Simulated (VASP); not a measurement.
**K: single point with PBE**

The system is K.

```xyz
1
Lattice="4.5451 0.0000 0.0000 -2.2725 3.9361 0.0000 0.0000 0.0000 4.2799" Properties=species:S:1:pos:R:3 pbc="T T T"
K     0.0000    0.0000    0.0000
```

```json
{
 "Program": "VASP 6.6.1",
 "Task": "single point",
 "Functional": "PBE",
 "Potentials or basis": "VASP PAW PBE potentials, release 64 (K_sv)",
 "Cutoff": "520 eV",
 "k mesh": "15 × 15 × 14",
 "Occupations": "gaussian, width 0.1 eV",
 "Spin": "no spin polarisation",
 "Dipole correction": "no",
 "Further INCAR settings": "ALGO = Normal; EDIFF = 1e-06; NBANDS = 10"
}
```

The pressure is 0.0 GPa.

Levels at points of the mesh, in eV from the Fermi level:
```csv
k point,band 2,band 3,band 4,band 5,band 6,band 7
"(0.00, 0.00, 0.00)",-15.70,-15.70,-15.70,-2.11,2.98,4.14
"(0.00, 0.00, 0.50)",-15.79,-15.70,-15.70,-0.10,0.16,4.64
```

It took 34 s on 1 thread of Intel(R) Xeon(R) 6975P-C (Granite Rapids), on a shared host, peak memory 0.3 GiB.
